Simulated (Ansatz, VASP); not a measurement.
**One calculation of SiC, two programs**

INCAR

```
PREC = Accurate ; ENCUT = 520
EDIFF = 1E-6 ; ISMEAR = -1
SIGMA = 0.02 ; LREAL = False
LASPH = True ; NELM = 80
ALGO = Normal ; ISIF = 2
LWAVE = False ; LCHARG = False
GGA = PE ; NBANDS = 11
```

The input KPOINTS:

```
Automatic mesh
0
Gamma
  8 8 8
```

POSCAR

```
SiC
1.0
    0.0000000000      2.1354200000      2.2688463140
    2.1354200000      0.0000000000      2.2688463140
    2.1354200000      2.1354200000      0.0000000000
Si C
1 1
Direct
    0.0000000000      0.0000000000      0.0000000000
    0.2500000000      0.2500000000      0.2500000000
```

Input for Ansatz:

```yaml
crystal:
  lattice:
    - [0.0, 2.13542, 2.268846314035818]
    - [2.13542, 0.0, 2.268846314035818]
    - [2.13542, 2.13542, 0.0]
  atoms:
    - { symbol: Si, position: [0.0, 0.0, 0.0] }
    - { symbol: C, position: [0.25, 0.25, 0.25] }
basis:
  ecutwfc: 470.0
kpoints:
  mp_grid:
    grid: [8, 8, 8]
hamiltonian:
  xc: pbe
scf:
  convergence:
    dr2_threshold: 1.0e-10
  occupations:
    method: fermi_dirac
    width: 0.02
output:
  stress: true
```

Alike in both runs: task single point; functional PBE; k mesh 8 × 8 × 8; occupations fermi-dirac, width 0.02 eV; no spin polarisation.

|  | VASP | Ansatz |
| --- | --- | --- |
| version | VASP 6.6.1 | Ansatz 0.2.0 |
| potentials or method | VASP PAW PBE potentials, release 64 (Si, C), cutoff 520 eV | plane waves, PAW |
| valence electrons in the cell | 8 | 8 |

VASP gave:

- pressure (GPa): 3.0
- traceless stress, the component that is largest in VASP (GPa): -11.76

**Question.** Which values does Ansatz return?

**Answer.** Pressure (GPa): 3.0; traceless stress, the component that is largest in VASP (GPa): -11.74.

With one functional, cell and mesh, what is left measures potentials, basis and numerics.
